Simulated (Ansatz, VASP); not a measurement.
## Two plane-wave programs on Al3InN4

INCAR

```
SYSTEM = Al3InN4
ALGO = Normal
EDIFF = 1E-6
EDIFFG = -0.01
ENCUT = 600
GGA = PE
IBRION = 2
ISIF = 3
ISMEAR = 0
LASPH = .True.
LCHARG = .False.
LREAL = .False.
LWAVE = .False.
NELM = 80
NSW = 100
PREC = Accurate
SIGMA = 0.02
```

File KPOINTS:

```
k-points
0
Gamma
  8 8 4
  0 0 0
```

POSCAR

```
Al3InN4
1.0
    3.2207797000      0.0000000000      0.0000000000
    0.0000000000      3.2207797000      0.0000000000
    0.0000000000      0.0000000000      9.1391113000
Al In N
3 1 4
Direct
    0.0000000000      0.0000000000      0.7315420000
    0.0000000000      0.0000000000      0.2684580000
    0.5000000000      0.5000000000      0.5000000000
    0.5000000000      0.5000000000      0.0000000000
    0.5000000000      0.0000000000      0.8445710000
    0.0000000000      0.5000000000      0.1554290000
    0.5000000000      0.0000000000      0.3843440000
    0.0000000000      0.5000000000      0.6156560000
```

Input for Ansatz:

```yaml
crystal:
  lattice:
    - [3.2207797, 0.0, 0.0]
    - [0.0, 3.2207797, 0.0]
    - [0.0, 0.0, 9.1391113]
  atoms:
    - { symbol: Al, position: [0.0, 0.0, 0.731542] }
    - { symbol: Al, position: [0.0, 0.0, 0.268458] }
    - { symbol: Al, position: [0.5, 0.5, 0.5] }
    - { symbol: In, position: [0.5, 0.5, 0.0] }
    - { symbol: "N", position: [0.5, 0.0, 0.844571] }
    - { symbol: "N", position: [0.0, 0.5, 0.155429] }
    - { symbol: "N", position: [0.5, 0.0, 0.384344] }
    - { symbol: "N", position: [0.0, 0.5, 0.615656] }
basis:
  ecutwfc: 420
kpoints:
  mp_grid: { grid: [8, 8, 4] }
hamiltonian:
  xc: pbe
scf:
  occupations: { method: gaussian, width: 0.02 }
output:
  forces: true
  stress: true
  eigenvalues: true
  write_density: true
  write_potential: true
  elf: true
  volumetric_format: npy
relax:
  adjacent_minimum: "off"
  f_tol: 0.01
  max_steps: 80
  cell: { stress_tol: 0.05 }
```

Alike in both runs: task relaxation of cell and atoms; functional PBE; k mesh 8 × 8 × 4; occupations gaussian, width 0.02 eV; no spin polarisation.

|  | VASP | Ansatz |
| --- | --- | --- |
| version | VASP 6.6.1 | Ansatz 0.2.0 |
| potentials or method | VASP PAW PBE potentials, release 64 (Al, In_d, N), cutoff 600 eV | scalar-relativistic, plane waves, PAW |
| valence electrons in the cell | 42 | 42 |

```tsv
	VASP	Ansatz	Ansatz less VASP
gap on the k mesh at the Fermi level, each at its own relaxed structure (eV)	1.94	1.94	-0.003
relaxed volume (Å³/atom)	11.83	11.85	+0.016
relaxed length of the cell vector where the two differ most in proportion (Å)	3.219	3.221	+0.0018
```
